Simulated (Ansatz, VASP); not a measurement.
# Two plane-wave programs on Ru

The input POSCAR:

```
Ru
1.0
    0.0000000000      1.9424100581      1.9424100581
    1.9424100581      0.0000000000      1.9424100581
    1.9424100581      1.9424100581      0.0000000000
Ru
1
Direct
    0.0000000000      0.0000000000      0.0000000000
```

The input INCAR.step1:

```
SYSTEM = Ru
PREC     = Accurate       ! precision mode
ENCUT    = 520            ! plane-wave cutoff, eV
ISMEAR   = -1             ! smearing method
SIGMA    = 0.1            ! smearing width, eV
LREAL    = .FALSE.        ! projectors in reciprocal space
LASPH    = .TRUE.         ! aspherical terms in the spheres
NELM     = 60             ! most SCF steps
NBANDS   = 13             ! bands
GGA      = PE             ! functional
ALGO     = Normal         ! electronic algorithm
EDIFF    = 1E-4           ! SCF threshold, eV
LWAVE    = .TRUE.         ! write WAVECAR
LCHARG   = .FALSE.        ! write CHGCAR
```

File INCAR.step2:

```
SYSTEM = Ru
PREC     = Accurate       ! precision mode
ENCUT    = 520            ! plane-wave cutoff, eV
EDIFF    = 1E-7           ! SCF threshold, eV
ISMEAR   = -1             ! smearing method
SIGMA    = 0.1            ! smearing width, eV
LREAL    = .FALSE.        ! projectors in reciprocal space
LASPH    = .TRUE.         ! aspherical terms in the spheres
NELM     = 60             ! most SCF steps
ALGO     = Normal         ! electronic algorithm
ISIF     = 2              ! what is computed and relaxed
LWAVE    = .FALSE.        ! write WAVECAR
LCHARG   = .FALSE.        ! write CHGCAR
METAGGA  = R2SCAN         ! meta-GGA
LMIXTAU  = .TRUE.       
NBANDS   = 13             ! bands
ISTART   = 1
```

The input KPOINTS:

```
regular mesh
0
G
  16 16 16
  0 0 0
```

Input for Ansatz:

```yaml
crystal:
  lattice:
    - [0.0, 1.9424100581, 1.9424100581]
    - [1.9424100581, 0.0, 1.9424100581]
    - [1.9424100581, 1.9424100581, 0.0]
  atoms:
    - { symbol: Ru, position: [0.0, 0.0, 0.0] }
hamiltonian:
  xc: r2scan
  pseudopotentials:
    kind: paw
    azcp:
      Ru: "pseudopotentials/Ru.paw.azcp"
basis:
  ecutwfc: 500
  fft_grid_basis: typed
kpoints:
  mp_grid: { grid: [16, 16, 16], shift: [0, 0, 0] }
magnetization:
  spin_polarized: false
scf:
  occupations: { method: fermi_dirac, width: 0.1 }
  lower_state_search: "off"
output:
  stress: true
```

Alike in both runs: task single point; functional r2SCAN; k mesh 16 × 16 × 16; occupations fermi-dirac, width 0.1 eV; no spin polarisation.

|  | VASP | Ansatz |
| --- | --- | --- |
| version | VASP 6.6.1 | Ansatz 0.2.0 |
| potentials or method | VASP PAW PBE potentials, release 64 (Ru_pv), cutoff 520 eV | plane waves (500 eV) with PAW, scalar-relativistic |
| valence electrons in the cell | 14 | 16 |

VASP gave:

```
pressure (GPa) : -20.2
```

Question: What did Ansatz give for the same quantities?

Answer: Pressure (GPa): -21.2.

VASP's potentials were made for PBE, not for r2SCAN. With one functional, cell and mesh, what is left measures potentials, basis and numerics. VASP's potentials hold 14 valence electrons a cell and Ansatz's 16, so a difference there can come from the potentials and not from the codes.
